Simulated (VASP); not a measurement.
# Ge (Fd-3m) in VASP: single point with r2SCAN

Aim: the single point of Ge with r2SCAN.

Everything below comes from runs of VASP 6.6.1. Logs are shortened: lines on timing, memory, paths and dates and some standing lists are left out, and cuts for length are marked.

**1. The cell of the first run**

Symmetry: Fd-3m, No. 227, cubic system. Conventional cell: a = 5.673 Å, b = 5.673 Å, c = 5.673 Å, α = 90.00°, β = 90.00°, γ = 90.00°. Within 3.2 Å of Ge (site symmetry -43m) lie 4 Ge at 2.46 Å.

**2. Single point, r2SCAN, non-collinear spin, zero start, spin-orbit coupling**

POSCAR reads:

```
Ge
1.0
    0.0000000000      2.8364010207      2.8364010207
    2.8364010207      0.0000000000      2.8364010207
    2.8364010207      2.8364010207      0.0000000000
Ge
2
Direct
    0.0000000000      0.0000000000      0.0000000000
    0.2500000000      0.2500000000      0.2500000000
```

INCAR.step1 reads:

```
SYSTEM = Ge
  ALGO = Normal
  EDIFF = 1E-4
  ENCUT = 520
  GGA = PE
  GGA_COMPAT = .FALSE.
  ISMEAR = 0
  LASPH = .TRUE.
  LCHARG = .FALSE.
  LREAL = .FALSE.
  LSORBIT = .TRUE.
  LWAVE = .TRUE.
  MAGMOM = 0 0 0 0 0 0
  NBANDS = 40
  NELM = 150
  PREC = Accurate
  SIGMA = 0.01
```

INCAR.step2 reads:

```
SYSTEM = Ge
  ALGO = Normal
  EDIFF = 1E-6
  ENCUT = 520
  GGA_COMPAT = .FALSE.
  ISIF = 2
  ISMEAR = 0
  ISTART = 1
  LASPH = .TRUE.
  LCHARG = .TRUE.
  LMIXTAU = .TRUE.
  LORBIT = 11
  LORBMOM = .TRUE.
  LREAL = .FALSE.
  LSORBIT = .TRUE.
  LVHAR = .TRUE.
  LWAVE = .FALSE.
  MAGMOM = 0 0 0 0 0 0
  METAGGA = R2SCAN
  NBANDS = 40
  NELM = 150
  PREC = Accurate
  SIGMA = 0.01
```

KPOINTS reads:

```
k-points
0
G
  10 10 10
  0 0 0
```

Potentials or basis: VASP PAW PBE potentials, release 64 (Ge_d).

Command:

```sh
> cat potpaw_PBE.64/Ge_d/POTCAR > POTCAR
> cp INCAR.step1 INCAR
> mpirun -np 1 vasp_ncl > vasp.out
> cp INCAR.step2 INCAR
> mpirun -np 1 vasp_ncl > vasp.out
```

OUTCAR:

```text
SYSTEM = Ge
   EDIFF = 1E-6
   ENCUT = 520
   ISIF = 2
   ISMEAR = 0
   ISTART = 1
   LASPH = .TRUE.
   LORBIT = 11
   LREAL = .FALSE.
   LSORBIT = .TRUE.
   METAGGA = R2SCAN
   NELM = 150
   PREC = Accurate

 ion  position               nearest neighbor table
   1  0.000  0.000  0.000-   2 2.46   2 2.46   2 2.46   2 2.46
   2  0.250  0.250  0.250-   1 2.46   1 2.46   1 2.46   1 2.46

  LATTYP: Found a face centered cubic cell.
 ALAT       =     5.6728020414

  Lattice vectors:

 A1 = (   0.0000000000,   2.8364010207,   2.8364010207)
 A2 = (   2.8364010207,   0.0000000000,   2.8364010207)
 A3 = (   2.8364010207,   2.8364010207,   0.0000000000)

Analysis of symmetry for initial positions (statically):
=====================================================================
 Subroutine PRICEL returns:
 Original cell was already a primitive cell.

 Routine SETGRP: Setting up the symmetry group for a
 face centered cubic supercell.

 Subroutine GETGRP returns: Found 48 space group operations
 (whereof 24 operations were pure point group operations)
 out of a pool of 48 trial point group operations.

The static configuration has the point symmetry T_d .
 The point group associated with its full space group is O_h .

Analysis of symmetry for dynamics (positions and initial velocities):
=====================================================================
 Subroutine PRICEL returns:
 Original cell was already a primitive cell.

 Routine SETGRP: Setting up the symmetry group for a
 face centered cubic supercell.

 Subroutine GETGRP returns: Found 48 space group operations
 (whereof 24 operations were pure point group operations)
 out of a pool of 48 trial point group operations.

The dynamic configuration has the point symmetry T_d .
 The point group associated with its full space group is O_h .

Analysis of structural, dynamic, and magnetic symmetry:
=====================================================================
 Subroutine PRICEL returns:
 Original cell was already a primitive cell.

 Routine SETGRP: Setting up the symmetry group for a
 face centered cubic supercell.

 Subroutine GETGRP returns: Found 48 space group operations
 (whereof 24 operations were pure point group operations)
 out of a pool of 48 trial point group operations.

The overall configuration has the point symmetry T_d .
 The point group associated with its full space group is O_h .

[... 1213 lines left out ...]
      1.41820      1.41820      1.41820         0.000000      0.000000      0.000000
 -----------------------------------------------------------------------------------
    total drift:                                0.000000      0.000000      0.000000

  FREE ENERGIE OF THE ION-ELECTRON SYSTEM (eV)
  ---------------------------------------------------
  free  energy   TOTEN  =       -27.7595370437 eV

  energy  without entropy=      -27.7595370437  energy(sigma->0) =      -27.75953704

 orbital moment (x)

 # of ion     p       d       tot
 ----------------------------------------
  1        -0.000   0.000  -0.000
  2         0.000   0.000   0.000
 ----------------------------------------
           -0.000   0.000  -0.000

 orbital moment (y)

 # of ion     p       d       tot
 ----------------------------------------
  1         0.000  -0.000   0.000
  2         0.000  -0.000   0.000
 ----------------------------------------
            0.000  -0.000   0.000

 orbital moment (z)

 # of ion     p       d       tot
 ----------------------------------------
  1         0.000   0.000   0.000
  2         0.000   0.000   0.000
 ----------------------------------------
            0.000   0.000   0.000

 Spin-Orbit-Coupling matrix elements

 Ion:    1  E_soc:     -0.0173412
 l=   1
     0.0000000    -0.0019668    -0.0019668
    -0.0019668     0.0000000    -0.0019668
    -0.0019668    -0.0019668     0.0000000
 l=   2
     0.0000000    -0.0001852     0.0000000    -0.0001852    -0.0007382
    -0.0001852     0.0000000    -0.0005536    -0.0001852    -0.0001845
     0.0000000    -0.0005536     0.0000000    -0.0005536     0.0000000
    -0.0001852    -0.0001852    -0.0005536     0.0000000    -0.0001845
    -0.0007382    -0.0001845     0.0000000    -0.0001845     0.0000000
 l=   3
     0.0000000     0.0000000     0.0000000     0.0000000     0.0000000     0.0000000     0.0000000
     0.0000000     0.0000000     0.0000000     0.0000000     0.0000000     0.0000000     0.0000000
     0.0000000     0.0000000     0.0000000     0.0000000     0.0000000     0.0000000     0.0000000
     0.0000000     0.0000000     0.0000000     0.0000000     0.0000000     0.0000000     0.0000000
     0.0000000     0.0000000     0.0000000     0.0000000     0.0000000     0.0000000     0.0000000
     0.0000000     0.0000000     0.0000000     0.0000000     0.0000000     0.0000000     0.0000000
     0.0000000     0.0000000     0.0000000     0.0000000     0.0000000     0.0000000     0.0000000

 Ion:    2  E_soc:     -0.0173412
 l=   1
     0.0000000    -0.0019668    -0.0019668
    -0.0019668     0.0000000    -0.0019668
    -0.0019668    -0.0019668     0.0000000
 l=   2
     0.0000000    -0.0001852     0.0000000    -0.0001852    -0.0007382
    -0.0001852     0.0000000    -0.0005536    -0.0001852    -0.0001845
     0.0000000    -0.0005536     0.0000000    -0.0005536     0.0000000
    -0.0001852    -0.0001852    -0.0005536     0.0000000    -0.0001845
    -0.0007382    -0.0001845     0.0000000    -0.0001845     0.0000000
 l=   3
     0.0000000     0.0000000     0.0000000     0.0000000     0.0000000     0.0000000     0.0000000
     0.0000000     0.0000000     0.0000000     0.0000000     0.0000000     0.0000000     0.0000000
     0.0000000     0.0000000     0.0000000     0.0000000     0.0000000     0.0000000     0.0000000
     0.0000000     0.0000000     0.0000000     0.0000000     0.0000000     0.0000000     0.0000000
     0.0000000     0.0000000     0.0000000     0.0000000     0.0000000     0.0000000     0.0000000
     0.0000000     0.0000000     0.0000000     0.0000000     0.0000000     0.0000000     0.0000000
     0.0000000     0.0000000     0.0000000     0.0000000     0.0000000     0.0000000     0.0000000

 total charge

# of ion       s       p       d       tot
------------------------------------------
    1        1.104   1.284  10.022  12.410
    2        1.104   1.284  10.022  12.410
--------------------------------------------------
tot          2.207   2.569  20.043  24.819

 magnetization (x)

# of ion       s       p       d       tot
------------------------------------------
    1       -0.000  -0.000   0.000  -0.000
    2        0.000  -0.000   0.000  -0.000
--------------------------------------------------
tot         -0.000  -0.000   0.000  -0.000

 magnetization (y)

# of ion       s       p       d       tot
------------------------------------------
    1       -0.000   0.000   0.000   0.000
    2       -0.000  -0.000   0.000  -0.000
--------------------------------------------------
tot         -0.000   0.000   0.000  -0.000

 magnetization (z)

# of ion       s       p       d       tot
------------------------------------------
    1       -0.000  -0.000  -0.000  -0.000
    2       -0.000   0.000   0.000   0.000
--------------------------------------------------
tot         -0.000   0.000  -0.000  -0.000
```

Run time: 10 min. Hardware: 1 thread of AMD EPYC 9R45 (Zen 5), shared host; peak memory 0.35 GiB.

Results:

```yaml
Free_energy: -27.7595 eV
Pressure: 0.1 GPa
Net_moment: 0.00 μB per cell
Valence_electrons_inside_the_program's_atomic_spheres: Ge 12.41
```

Moments on the atoms (μB; x, y, z):
```
Ge  0.00 0.00 0.00
Ge  0.00 0.00 0.00
```

Caveat: the PAW data sets were made with another functional, which shifts forces and pressure a little.
